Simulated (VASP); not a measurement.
# AgBr (Fm-3m) in VASP: a series of runs

AgBr is run at these levels: BLYP+D4, PBE; tasks: relaxation of cell and atoms, single point.

Everything below comes from runs of VASP 6.6.1. Logs are shortened: lines on timing, memory, paths and dates and some standing lists are left out, and cuts for length are marked.

### 1 The cell of the first run

Symmetry: Fm-3m, No. 225, cubic system. The conventional cell has a = 5.740 Å, b = 5.740 Å, c = 5.740 Å, α = 90.00°, β = 90.00°, γ = 90.00°. Within 3.8 Å of Ag (site symmetry m-3m) lie 6 Br at 2.87 Å. Within 3.8 Å of Br (site symmetry m-3m) lie 6 Ag at 2.87 Å.

### 2 Relaxation of cell and atoms, BLYP+D4

File INCAR:

```
SYSTEM = AgBr
PREC     = Accurate       ! precision mode
ENCUT    = 500            ! plane-wave cutoff, eV
EDIFF    = 1E-7           ! SCF threshold, eV
ISMEAR   = -1             ! smearing method
SIGMA    = 0.05           ! smearing width, eV
LREAL    = .FALSE.        ! projectors in reciprocal space
LASPH    = .TRUE.         ! aspherical terms in the spheres
NELM     = 120            ! most SCF steps
ALGO     = Normal         ! electronic algorithm
ISIF     = 3              ! what is computed and relaxed
LWAVE    = .FALSE.        ! write WAVECAR
LCHARG   = .FALSE.        ! write CHGCAR
GGA      = B5             ! functional
ALDAX    = 1.0          
AGGAX    = 1.0          
AGGAC    = 1.0          
ALDAC    = 0.0          
IVDW     = 13             ! dispersion correction
VDW_S6   = 1.0          
VDW_S8   = 2.34076671   
VDW_A1   = 0.44488865   
VDW_A2   = 4.0933009    
IBRION   = 2              ! ionic algorithm
NSW      = 60             ! ionic steps
EDIFFG   = -0.01          ! ionic threshold
GGA_COMPAT= .FALSE.      
NELMIN   = 4
```

File KPOINTS:

```
Automatic mesh
0
G
  8 8 8
  0 0 0
```

File POSCAR:

```
AgBr
1.0
    0.0000000000      2.8701500000      2.8701500000
    2.8701500000      0.0000000000      2.8701500000
    2.8701500000      2.8701500000      0.0000000000
Ag Br
1 1
Direct
    0.0000000000      0.0000000000      0.0000000000
    0.5000000000      0.5000000000      0.5000000000
```

Potentials or basis: VASP PAW PBE potentials, release 64 (Ag, Br).

Started as:

```sh
> cat potpaw_PBE.64/Ag/POTCAR potpaw_PBE.64/Br/POTCAR > POTCAR
> mpirun -np 1 vasp_std > vasp.out
```

OUTCAR:

```text
SYSTEM = AgBr
   PREC = Accurate
   ENCUT = 500
   EDIFF = 1E-7
   ISMEAR = -1
   LREAL = .FALSE.
   LASPH = .TRUE.
   NELM = 120
   ISIF = 3
   GGA = B5
   IVDW = 13
   IBRION = 2
   NSW = 60
   EDIFFG = -0.01
   NELMIN = 4

 ion  position               nearest neighbor table
   1  0.000  0.000  0.000-   2 2.87   2 2.87   2 2.87   2 2.87   2 2.87   2 2.87
   2  0.500  0.500  0.500-   1 2.87   1 2.87   1 2.87   1 2.87   1 2.87   1 2.87

  LATTYP: Found a face centered cubic cell.
 ALAT       =     5.7403000000

  Lattice vectors:

 A1 = (   0.0000000000,   2.8701500000,   2.8701500000)
 A2 = (   2.8701500000,   0.0000000000,   2.8701500000)
 A3 = (   2.8701500000,   2.8701500000,   0.0000000000)

Analysis of symmetry for initial positions (statically):
=====================================================================
 Subroutine PRICEL returns:
 Original cell was already a primitive cell.

 Routine SETGRP: Setting up the symmetry group for a
 face centered cubic supercell.

 Subroutine GETGRP returns: Found 48 space group operations
 (whereof 48 operations were pure point group operations)
 out of a pool of 48 trial point group operations.

The static configuration has the point symmetry O_h .

Analysis of symmetry for dynamics (positions and initial velocities):
=====================================================================
 Subroutine PRICEL returns:
 Original cell was already a primitive cell.

 Routine SETGRP: Setting up the symmetry group for a
 face centered cubic supercell.

 Subroutine GETGRP returns: Found 48 space group operations
 (whereof 48 operations were pure point group operations)
 out of a pool of 48 trial point group operations.

The dynamic configuration has the point symmetry O_h .

 Subroutine INISYM returns: Found 48 space group operations
 (whereof 48 operations are pure point group operations),
 and found     1 'primitive' translations

----------------------------------------------------------------------------------------

                                     Primitive cell

  volume of cell :      47.2872

  direct lattice vectors                    reciprocal lattice vectors
     0.000000000  2.870150000  2.870150000    -0.174206923  0.174206923  0.174206923
     2.870150000  0.000000000  2.870150000     0.174206923 -0.174206923  0.174206923
     2.870150000  2.870150000  0.000000000     0.174206923  0.174206923 -0.174206923

  length of vectors
     4.059005056  4.059005056  4.059005056     0.301735242  0.301735242  0.301735242

  position of ions in fractional coordinates (direct lattice)
     0.000000000  0.000000000  0.000000000
     0.500000000  0.500000000  0.500000000

  ion indices of the primitive-cell ions
   primitive index   ion index
                 1           1
                 2           2

----------------------------------------------------------------------------------------

 KPOINTS: Automatic mesh

Automatic generation of k-mesh.
 Grid dimensions read from file:
 generate k-points for:    8    8    8

 Generating k-lattice:

  Cartesian coordinates                     Fractional coordinates (reciprocal lattice)
    -0.021775865  0.021775865  0.021775865     0.125000000  0.000000000  0.000000000
     0.021775865 -0.021775865  0.021775865     0.000000000  0.125000000  0.000000000
     0.021775865  0.021775865 -0.021775865     0.000000000  0.000000000  0.125000000

  Length of vectors
     0.037716905  0.037716905  0.037716905

  Shift w.r.t. Gamma in fractional coordinates (k-lattice)
     0.000000000  0.000000000  0.000000000

 Subroutine IBZKPT returns following result:
 ===========================================
[... 60 lines left out ...]
   NUPDOWN=      -1.0000    fix difference up-down
   EMIN   =  10.00;   EMAX   =-10.00  energy-range for DOS
   EFERMI =   0.00;   METHOD = LEGACY
   ISMEAR =    -1;   SIGMA  =   0.05  broadening in eV -4-tet -1-fermi 0-gaus
   EFERMI_NEDOS =   21; number of points for ismear=-14 and -15
   IALGO  =     38    algorithm
   IMIX   =      4    mixing-type and parameters
     AMIX     =   0.40;   BMIX     =  1.00
     AMIX_MAG =   1.60;   BMIX_MAG =  1.00
  volume/ion in A,a.u.               =      23.64       159.55
  Fermi-wavevector in a.u.,A,eV,Ry     =   1.186454  2.242074 19.152570  1.407674
  Thomas-Fermi vector in A             =   2.322627
   LORBIT       =      0    0 simple, 1 ext, 2 COOP (PROOUT), +10 PAW based schemes
   GGA     = B5    functional components
   LHFCALC =     F    Hartree Fock is set to
   AEXX    =    0.0000 exact exchange contribution
   IVDW    =    13    specifies the selected vdW correction
   LEPSILON=     F    determine dielectric tensor
   LRPA    =     F    only Hartree local field effects (RPA)
 conjugate gradient relaxation of ions
 non-spin polarized calculation
  energy-cutoff  :      500.00
  volume of cell :       47.29
 maximum number of plane-waves:      1243
 NGX is ok and might be reduce to    30
   NGX = 15   NGY = 15   NGZ = 15

--------------------------------------- Ionic step        1  -------------------------------------------

 number of electron      18.0000002 magnetization

 Free energy of the ion-electron system (eV)
  ---------------------------------------------------
  ext. energy  EPLUGINS =         0.00000000
  ---------------------------------------------------
  free energy    TOTEN  =        -4.15268057 eV

  energy without entropy =       -4.15267196  energy(sigma->0) =       -4.15267626

------------------------ aborting loop because EDIFF is reached ----------------------------------------

  DFT-D4 for vdW energy calculation

  Edisp (eV):   -1.43202

  FORCE on cell =-STRESS in cart. coord.  units (eV):
  Direction    XX          YY          ZZ          XY          YZ          ZX
  --------------------------------------------------------------------------------------
  -------------------------------------------------------------------------------------
  Total       0.37772     0.37772     0.37772     0.00000    -0.00000    -0.00000
  in kB      12.79793    12.79793    12.79793     0.00000    -0.00000    -0.00000
  external pressure =       12.80 kB  Pullay stress =        0.00 kB

 VOLUME and BASIS-vectors are now :
 -----------------------------------------------------------------------------
  energy-cutoff  :      500.00
  volume of cell :       47.29
      direct lattice vectors                 reciprocal lattice vectors
     0.000000000  2.870150000  2.870150000    -0.174206923  0.174206923  0.174206923
     2.870150000  0.000000000  2.870150000     0.174206923 -0.174206923  0.174206923
     2.870150000  2.870150000  0.000000000     0.174206923  0.174206923 -0.174206923

 POSITION                                       TOTAL-FORCE (eV/Angst)
 -----------------------------------------------------------------------------------
      0.00000      0.00000      0.00000        -0.000000     -0.000000     -0.000000
      2.87015      2.87015      2.87015         0.000000      0.000000      0.000000
 -----------------------------------------------------------------------------------
    total drift:                               -0.000000      0.000000      0.000000

  FREE ENERGIE OF THE ION-ELECTRON SYSTEM (eV)
  ---------------------------------------------------
  free  energy   TOTEN  =        -5.5847008405 eV

  energy  without entropy=       -5.5846922312  energy(sigma->0) =       -5.58469654

--------------------------------------- Ionic step        2  -------------------------------------------

 number of electron      18.0000004 magnetization

 Free energy of the ion-electron system (eV)
  ---------------------------------------------------
  ext. energy  EPLUGINS =         0.00000000
  ---------------------------------------------------
  free energy    TOTEN  =        -4.19656344 eV

  energy without entropy =       -4.19655463  energy(sigma->0) =       -4.19655904

 E-fermi :   4.1030     XC(G=0):  -9.2082

 val. band max:        3.6545036721   @ k =   0.5000   0.0000   0.0000
 cond. band min:       4.4015262834   @ k =   0.0000   0.0000   0.0000
 fundamental gap:      0.7470226114
 Fermi energy:         4.1030041792

 k-point     1 :       0.0000    0.0000    0.0000
  band No.  band energies     occupation
      1     -11.2212      2.00000
      2       0.9390      2.00000
      3       0.9390      2.00000
      4       0.9392      2.00000
      5       0.9392      2.00000
      6       0.9392      2.00000
      7       1.8492      2.00000
      8       1.8492      2.00000
      9       1.8492      2.00000
     10       4.4015      0.00509
     11      13.7682      0.00000
     12      13.7682      0.00000
     13      13.7682      0.00000
[... 354 lines left out ...]
  band No.  band energies     occupation
      1     -10.7885      2.00000
      2      -0.9178      2.00000
      3      -0.2331      2.00000
      4      -0.2260      2.00000
      5       1.1744      2.00000
      6       1.2254      2.00000
      7       1.5068      2.00000
      8       2.5106      2.00000
      9       3.0799      2.00000
     10       8.0765      0.00000
     11       9.1100      0.00000
     12      11.5522      0.00000
     13      11.6831      0.00000

 [... further k-points ...]

------------------------ aborting loop because EDIFF is reached ----------------------------------------

  DFT-D4 for vdW energy calculation

  Edisp (eV):   -1.39309

  FORCE on cell =-STRESS in cart. coord.  units (eV):
  Direction    XX          YY          ZZ          XY          YZ          ZX
  --------------------------------------------------------------------------------------
  -------------------------------------------------------------------------------------
  Total      -0.01310    -0.01310    -0.01310     0.00000     0.00000     0.00000
  in kB      -0.43210    -0.43210    -0.43210     0.00000     0.00000     0.00000
  external pressure =       -0.43 kB  Pullay stress =        0.00 kB

 VOLUME and BASIS-vectors are now :
 -----------------------------------------------------------------------------
  energy-cutoff  :      500.00
  volume of cell :       48.59
      direct lattice vectors                 reciprocal lattice vectors
     0.000000000  2.896300422  2.896300422    -0.172634025  0.172634025  0.172634025
     2.896300422  0.000000000  2.896300422     0.172634025 -0.172634025  0.172634025
     2.896300422  2.896300422 -0.000000000     0.172634025  0.172634025 -0.172634025

 POSITION                                       TOTAL-FORCE (eV/Angst)
 -----------------------------------------------------------------------------------
      5.79260      2.89630      2.89630         0.000000     -0.000000      0.000000
      2.89630      2.89630      2.89630        -0.000000      0.000000     -0.000000
 -----------------------------------------------------------------------------------
    total drift:                                0.000000      0.000000      0.000000

  FREE ENERGIE OF THE ION-ELECTRON SYSTEM (eV)
  ---------------------------------------------------
  free  energy   TOTEN  =        -5.5896487804 eV

  energy  without entropy=       -5.5896399632  energy(sigma->0) =       -5.58964437

 reached required accuracy - stopping structural energy minimisation
```

It took 2.1 min on 1 thread of AMD EPYC 7R13, shared host; peak memory 0.15 GiB.

What came out:

| Property | Result |
| --- | --- |
| Free energy | -5.5896 eV |
| Relaxed volume | 24.30 Å³/atom |
| Relaxed cell | a = 4.096 Å, b = 4.096 Å, c = 4.096 Å, α = 60.00°, β = 60.00°, γ = 60.00° |
| Space group after relaxing (to 0.05 Å) | Fm-3m (No. 225) |
| Energy gained by relaxing | 2.5 meV/atom |
| Ionic steps | 2 |
| Pressure after relaxing | 0.0 GPa |
| Band gap on the k mesh | 0.75 eV, indirect (least direct gap 2.55 eV) |
| Dispersion energy per atom | -0.697 eV |

Step by step:
```csv
step,energy change (eV),largest force (eV/Å),pressure (GPa),volume (Å³)
1,0.0000,0.0000,1.28,47.29
2,-0.0049,0.0000,-0.04,48.59
```

Final structure:
```
CELL_PARAMETERS angstrom
0.00000 2.89630 2.89630
2.89630 0.00000 2.89630
2.89630 2.89630 0.00000
ATOMIC_POSITIONS crystal
Ag 0.00000 0.00000 0.00000
Br 0.50000 0.50000 0.50000
```

Caveat: the PAW data sets were made with another functional, which shifts forces and pressure a little.

### 3 Single point, PBE

File INCAR:

```
PREC = Accurate
ENCUT = 500
EDIFF = 1E-6
ISMEAR = -1
SIGMA = 0.05
LREAL = False
LASPH = True
NELM = 120
ALGO = Normal
ISIF = 2
LWAVE = False
LCHARG = True
GGA = PE
LELF = True
LVHAR = True
NBANDS = 16
GGA_COMPAT = False
```

File KPOINTS:

```
regular mesh
0
Gamma
  6 6 6
```

POSCAR is that of step 2.

Potentials or basis: VASP PAW PBE potentials, release 64 (Ag, Br).

Started as:

```sh
> cat potpaw_PBE.64/Ag/POTCAR potpaw_PBE.64/Br/POTCAR > POTCAR
> mpirun -np 1 vasp_std > vasp.out
```

OUTCAR:

```text
PREC = Accurate
   ENCUT = 500
   EDIFF = 1E-6
   ISMEAR = -1
   LREAL = False
   LASPH = True
   NELM = 120
   ISIF = 2
   GGA = PE

 ion  position               nearest neighbor table
   1  0.000  0.000  0.000-   2 2.87   2 2.87   2 2.87   2 2.87   2 2.87   2 2.87
   2  0.500  0.500  0.500-   1 2.87   1 2.87   1 2.87   1 2.87   1 2.87   1 2.87

  LATTYP: Found a face centered cubic cell.
 ALAT       =     5.7403000000

  Lattice vectors:

[... 479 lines left out ...]

------------------------ aborting loop because EDIFF is reached ----------------------------------------

  FORCE on cell =-STRESS in cart. coord.  units (eV):
  Direction    XX          YY          ZZ          XY          YZ          ZX
  --------------------------------------------------------------------------------------
  -------------------------------------------------------------------------------------
  Total        0.6798167      0.6798167      0.6798167      0.0000000      0.0000000      0.0000000
  in kB       23.0334296     23.0334296     23.0334296      0.0000000      0.0000000      0.0000000
  external PRESSURE =      23.0334296 kB  Pullay stress =       0.0000000 kB

 VOLUME and BASIS-vectors are now :
 -----------------------------------------------------------------------------
  energy-cutoff  :      500.00
  volume of cell :       47.29
      direct lattice vectors                 reciprocal lattice vectors
     0.000000000  2.870150000  2.870150000    -0.174206923  0.174206923  0.174206923
     2.870150000  0.000000000  2.870150000     0.174206923 -0.174206923  0.174206923
     2.870150000  2.870150000  0.000000000     0.174206923  0.174206923 -0.174206923

 POSITION                                       TOTAL-FORCE (eV/Angst)
 -----------------------------------------------------------------------------------
      0.00000      0.00000      0.00000        -0.000000      0.000000     -0.000000
      2.87015      2.87015      2.87015         0.000000     -0.000000      0.000000
 -----------------------------------------------------------------------------------
    total drift:                               -0.000000      0.000000      0.000000

  FREE ENERGIE OF THE ION-ELECTRON SYSTEM (eV)
  ---------------------------------------------------
  free  energy   TOTEN  =        -4.9819587659 eV

  energy  without entropy=       -4.9819258189  energy(sigma->0) =       -4.98194229
```

stdout:

```text
POSCAR found type information on POSCAR AgBr
 POSCAR found :  2 types and       2 ions
 scaLAPACK will be used
 LDA part: xc-table for (Slater+PW92), standard interpolation
 POSCAR, INCAR and KPOINTS ok, starting setup
 FFT: planning ... GRIDC
 FFT: planning ... GRID_SOFT
 FFT: planning ... GRID
 WAVECAR not read
 entering main loop
```

It took 28 s on 1 thread of AMD EPYC 7R13, shared host; peak memory 0.14 GiB.

What came out:

```yaml
Free_energy: -4.9820 eV
Pressure: 2.3 GPa
Band_gap_on_the_k_mesh: 0.67 eV, indirect (least direct gap 2.61 eV)
```

Levels at points of the mesh, in eV from the valence-band top:
```
           k point  band 5  band 6  band 7  band 8  band 9  band 10  band 11  band 12  band 13  band 14
(0.00, 0.00, 0.00)   -2.80   -2.80   -1.93   -1.93   -1.93     0.67     9.91     9.91     9.91    11.14
(0.50, 0.00, 0.00)   -2.49   -2.49   -2.15    0.00    0.00     3.73     6.59     6.76     6.76    12.25
(0.50, 0.50, 0.00)   -2.84   -2.64   -2.39   -2.39   -2.29     1.60     7.05     9.06    11.04    11.04
```

A k mesh can miss the band edges. As with any semilocal functional, this PBE gap is likely too small.

### 4 Single point, PBE

File INCAR:

```
SYSTEM = AgBr
PREC = Accurate
ENCUT = 500
EDIFF = 1E-6
ISMEAR = 0
SIGMA = 0.1
LREAL = .False.
LASPH = .True.
NELM = 120
ALGO = Normal
ISIF = 2
LWAVE = .False.
LCHARG = .False.
GGA = PE
NBANDS = 16
GGA_COMPAT = .False.
```

File KPOINTS:

```
regular mesh
0
Gamma
  8 8 8
  0 0 0
```

File POSCAR:

```
AgBr
1.0
    4.0590050600      0.0000000000      0.0000000000
    2.0295025300      3.5152014960      0.0000000000
    2.0295025300      1.1717338320      3.3141637535
Ag Br
1 1
Direct
    0.0000000000      0.0000000000      0.0000000000
    0.5000000000      0.5000000000      0.5000000000
```

Started as:

```sh
> cat potpaw_PBE.64/Ag/POTCAR potpaw_PBE.64/Br/POTCAR > POTCAR
> mpirun -np 1 vasp_std > vasp.out
```

It took 26 s on 1 thread of Intel Xeon Platinum 8488C (Sapphire Rapids), shared host; peak memory 0.17 GiB.

The run converged. Its results:

| Item | Value |
| --- | --- |
| Free energy | -4.9832 eV |
| Pressure | 2.3 GPa |
| Band gap on the k mesh | 0.67 eV, indirect (least direct gap 2.61 eV) |

Levels at points of the mesh, in eV from the valence-band top:
```tsv
k point	band 5	band 6	band 7	band 8	band 9	band 10	band 11	band 12	band 13	band 14
(0.00, 0.00, 0.00)	-2.80	-2.80	-1.93	-1.93	-1.93	0.67	9.91	9.91	9.91	11.14
(0.50, 0.00, 0.00)	-2.49	-2.49	-2.15	0.00	0.00	3.73	6.59	6.76	6.76	12.25
(0.50, 0.50, 0.00)	-2.84	-2.64	-2.39	-2.39	-2.29	1.60	7.05	9.06	11.05	11.05
```

A k mesh can miss the band edges.

### 5 Summary

| task | level | cell | k mesh | smearing | gap on the mesh (eV) | pressure (GPa) |
| --- | --- | --- | --- | --- | --- | --- |
| relaxation of cell and atoms | BLYP+D4 | relaxed from a = 4.059 Å, angles 60.0°, 2 atoms | 8 × 8 × 8 | fermi-dirac 0.05 eV | 0.75 | 0.0 |
| single point | PBE | a = 4.059 Å, angles 60.0°, 2 atoms | 6 × 6 × 6 | fermi-dirac 0.05 eV | 0.67 | 2.3 |
| single point | PBE | a = 4.059 Å, angles 60.0°, 2 atoms | 8 × 8 × 8 | gaussian 0.1 eV | 0.67 | 2.3 |

Alike in all rows: potentials or basis VASP PAW PBE potentials, release 64 (Ag, Br); no spin polarisation; cutoff (eV) 500.

Caveats: the PAW data sets were made with another functional, which shifts forces and pressure a little (some runs).

Total energies depend on the potentials used, so only differences within one code and one set of settings carry meaning.
